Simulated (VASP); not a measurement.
A run of VASP 6.6.1 is set up as follows.

Contents of POSCAR:

```
Al3Cu
1.0
    3.9241510000      0.0000000000      0.0000000000
    0.0000000000      3.9241510000      0.0000000000
    0.0000000000      0.0000000000      3.9241510000
Al Cu
3 1
Direct
    0.0000000000      0.5000000000      0.5000000000
    0.5000000000      0.0000000000      0.5000000000
    0.5000000000      0.5000000000      0.0000000000
    0.0000000000      0.0000000000      0.0000000000
```

File INCAR.step1:

```
PREC = Accurate ; ENCUT = 520
ISMEAR = 0 ; SIGMA = 0.1
LREAL = False ; LASPH = True
NELM = 100 ; NBANDS = 18
GGA = PE ; ALGO = Normal
EDIFF = 1E-4 ; LWAVE = True
LCHARG = False
```

Contents of INCAR.step2:

```
PREC = Accurate ; ENCUT = 520
EDIFF = 1E-6 ; ISMEAR = 0
SIGMA = 0.1 ; LREAL = False
LASPH = True ; NELM = 100
ALGO = Normal ; ISIF = 2
LWAVE = False ; LCHARG = False
METAGGA = R2SCAN ; LMIXTAU = True
NBANDS = 18 ; ISTART = 1
```

File KPOINTS:

```
regular mesh
0
Gamma
  6 6 6
```

Potentials or basis: VASP PAW PBE potentials, release 64 (Al, Cu).

Command:

```sh
$ cat potpaw_PBE.64/Al/POTCAR potpaw_PBE.64/Cu/POTCAR > POTCAR
$ cp INCAR.step1 INCAR
$ mpirun -np 1 vasp_std > vasp.out
$ cp INCAR.step2 INCAR
$ mpirun -np 1 vasp_std > vasp.out
```

(1) What does it give for the band gap on the k mesh?

(2) Predict the pressure.

Answers

(1) zero (band 10 reaches 10.48 eV, above the bottom of band 11 at 6.25 eV).

(2) -3.1 GPa.

Caveat: the PAW data sets were made with another functional, which shifts forces and pressure a little.
